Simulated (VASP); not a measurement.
Here is a VASP 6.6.1 calculation.

The input INCAR:

```
SYSTEM = CaO
PREC = Accurate ; ENCUT = 600
EDIFF = 1E-6 ; ISMEAR = 0
SIGMA = 0.01 ; LREAL = .FALSE.
LASPH = .TRUE. ; NELM = 200
ALGO = Normal ; ISIF = 2
LWAVE = .FALSE. ; LCHARG = .FALSE.
LDAU = .TRUE. ; LDAUTYPE = 2
LDAUL = -1 1 ; LDAUU = 0 2.3
LDAUJ = 0 0 ; LDAUPRINT = 1
GGA = PE ; NBANDS = 15
GGA_COMPAT = .FALSE.
```

KPOINTS

```
regular mesh
0
G
  8 8 8
  0 0 0
```

POSCAR

```
CaO
1.0
    0.0000000000      2.4035556960      2.4035556960
    2.4035556960      0.0000000000      2.4035556960
    2.4035556960      2.4035556960      0.0000000000
Ca O
1 1
Direct
    0.0000000000      0.0000000000      0.0000000000
    0.5000000000      0.5000000000      0.5000000000
```

Potentials or basis: VASP PAW PBE potentials, release 64 (Ca_sv, O).

Run with:

```console
$ cat potpaw_PBE.64/Ca_sv/POTCAR potpaw_PBE.64/O/POTCAR > POTCAR
$ mpirun -np 1 vasp_std > vasp.out
```

Question: Predict the pressure.

Answer: 1.6 GPa.

Question: What does it give for the band gap on the k mesh?

Answer: 3.68 eV (least direct gap 4.05 eV).

A k mesh can miss the band edges.
